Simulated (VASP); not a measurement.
A run of VASP 6.6.1 is set up as follows.

File INCAR:

```
SYSTEM = Pb
ALGO = Normal
EDIFF = 1E-7
ENCUT = 520
GGA = PE
ISIF = 2
ISMEAR = -1
LASPH = .TRUE.
LCHARG = .TRUE.
LELF = .TRUE.
LREAL = .FALSE.
LVHAR = .TRUE.
LWAVE = .FALSE.
NBANDS = 13
NELM = 60
PREC = Accurate
SIGMA = 0.13605693000000002
```

File KPOINTS:

```
k-points
0
G
  11 11 11
  0 0 0
```

Contents of POSCAR:

```
Pb
1.0
    0.0000000000      2.5204456674      2.5204456674
    2.5204456674      0.0000000000      2.5204456674
    2.5204456674      2.5204456674      0.0000000000
Pb
1
Direct
    0.0000000000      0.0000000000      0.0000000000
```

Potentials or basis: VASP PAW PBE potentials, release 64 (Pb_d).

Run with:

```console
$ cat potpaw_PBE.64/Pb_d/POTCAR > POTCAR
$ mpirun -np 1 vasp_std > vasp.out
```

Task: Predict the band gap on the k mesh.

Result: Zero (band 7 reaches 13.68 eV, above the bottom of band 8 at 5.34 eV).

Task: Estimate the pressure.

Result: -0.1 GPa.

Caveat: spin-orbit coupling is left out, which moves the levels of the heavy elements.
